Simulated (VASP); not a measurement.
BN, 4 atoms in the cell. It takes space group P6_3/mmc (No. 194, hexagonal). The conventional cell has a = 2.395 Å, b = 2.395 Å, c = 6.248 Å, α = 90.00°, β = 90.00°, γ = 120.00°. Within 1.8 Å of B (site symmetry -6m2) lie 3 N at 1.38 Å. N (site symmetry -6m2) has 3 B at 1.38 Å within 1.8 Å.  This cell differs from its parent crystal: strain -4.2%.

```yaml
Program: VASP 6.6.1
Task: single point
Functional: r2SCAN
Potentials_or_basis: VASP PAW PBE potentials, release 64 (B, N)
Cutoff: 520 eV
k_mesh: 12 × 12 × 4
Occupations: gaussian, width 0.01 eV
Spin: no spin polarisation
Dipole_correction: no
Further_INCAR_settings: ALGO = Normal; EDIFF = 1e-07; NBANDS = 16
```

Potentials or basis: VASP PAW PBE potentials, release 64 (B, N).

Launch:

```console
$ cat potpaw_PBE.64/B/POTCAR potpaw_PBE.64/N/POTCAR > POTCAR
$ cp INCAR.step1 INCAR
$ mpirun -np 1 vasp_std > vasp.out
$ cp INCAR.step2 INCAR
$ mpirun -np 1 vasp_std > vasp.out
```

Hardware: 1 thread of Intel(R) Xeon(R) Platinum 8559C (Emerald Rapids), with other jobs on the host.

Estimate the wall time of this run.

Wall time 68 s on 1 thread of Intel(R) Xeon(R) Platinum 8559C (Emerald Rapids), on a shared host, peak memory 0.15 GiB. Counts: k points 57.
